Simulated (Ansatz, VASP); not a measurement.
# Two plane-wave programs on BaTiO3

```xyz
10
Lattice="4.0873 0.0000 0.0000 0.0000 5.8621 0.0000 0.0000 0.0000 5.7312" Properties=species:S:1:pos:R:3 pbc="T T T"
Ba    0.0000    2.9311    2.8989
Ba    0.0000    0.0000    0.0333
Ti    2.0437    2.9311    0.1092
Ti    2.0437    0.0000    2.9748
O     2.0437    4.3524    1.3363
O     2.0437    1.5098    1.3363
O     0.0000    2.9311    5.6664
O     2.0437    1.4213    4.2019
O     2.0437    4.4408    4.2019
O     0.0000    0.0000    2.8008
```

Alike in both runs: task single point; functional PBE; k mesh 6 × 4 × 4; occupations gaussian, width 0.02 eV; no spin polarisation; Hubbard terms Ti d U = 4.0 eV.

|  | VASP | Ansatz |
| --- | --- | --- |
| version | VASP 6.6.1 | Ansatz 0.2.0 |
| potentials or method | VASP PAW PBE potentials, release 64 (Ba_sv, Ti_sv, O), cutoff 520 eV | scalar-relativistic, plane waves, PAW |
| valence electrons in the cell | 80 | 80 |

```csv
,VASP,Ansatz,Ansatz less VASP
gap on the k mesh at the Fermi level (eV),2.54,2.55,+0.006
least direct gap on the mesh (eV),2.77,2.76,-0.017
pressure (GPa),-0.6,-3.8,-3.14
"traceless stress, the component that is largest in VASP (GPa)",3.84,3.77,-0.071
rms of the force components (eV/Å),0.250,0.000,-0.2501
```

The programs project onto different local orbitals, so the same U acts differently, and such runs can settle in different states. Atom by atom the forces differ by 0.250 eV/Å (rms over components).

Spin-orbit coupling is off throughout.
